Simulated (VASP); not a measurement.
Here is a VASP 6.6.1 calculation.

The input INCAR:

```
PREC = Accurate ; ENCUT = 520
EDIFF = 1E-6 ; ISMEAR = 0
SIGMA = 0.02 ; LREAL = False
LASPH = True ; NELM = 150
ALGO = Normal ; ISIF = 2
LWAVE = False ; LCHARG = False
LMAXMIX = 4 ; LDAU = True
LDAUTYPE = 2 ; LDAUL = -1 2 -1
LDAUU = 0 4 0 ; LDAUJ = 0 0 0
LDAUPRINT = 1 ; GGA = PE
NBANDS = 28
```

The input KPOINTS:

```
Automatic mesh
0
Gamma
  8 8 8
```

Contents of POSCAR:

```
SrTiO3
1.0
    4.0245192671      0.0000000000      0.0000000000
    0.0000000000      4.0245192671      0.0000000000
    0.0000000000      0.0000000000      4.0245192671
Sr Ti O
1 1 3
Direct
    0.5000000000      0.5000000000      0.5000000000
    0.0000000000      0.0000000000      0.0000000000
    0.5000000000      0.0000000000      0.0000000000
    0.0000000000      0.5000000000      0.0000000000
    0.0000000000      0.0000000000      0.5000000000
```

Potentials or basis: VASP PAW PBE potentials, release 64 (Sr_sv, Ti_sv, O).

Run with:

```bash
$ cat potpaw_PBE.64/Sr_sv/POTCAR potpaw_PBE.64/Ti_sv/POTCAR potpaw_PBE.64/O/POTCAR > POTCAR
$ mpirun -np 1 vasp_std > vasp.out
```

Question: What does it give for the pressure?

Answer: -6.4 GPa.

Question: Predict the band gap on the k mesh.

Answer: 2.17 eV (least direct gap 2.62 eV).

Eigenvalues of the final occupation matrices:
```tsv
site	spin	trace	eigenvalues
site 2 d	1	0.77	0.10 0.10 0.10 0.24 0.24
site 2 d	2	0.77	0.10 0.10 0.10 0.24 0.24
```

Caveat: the cell stands under tension. A k mesh can miss the band edges.
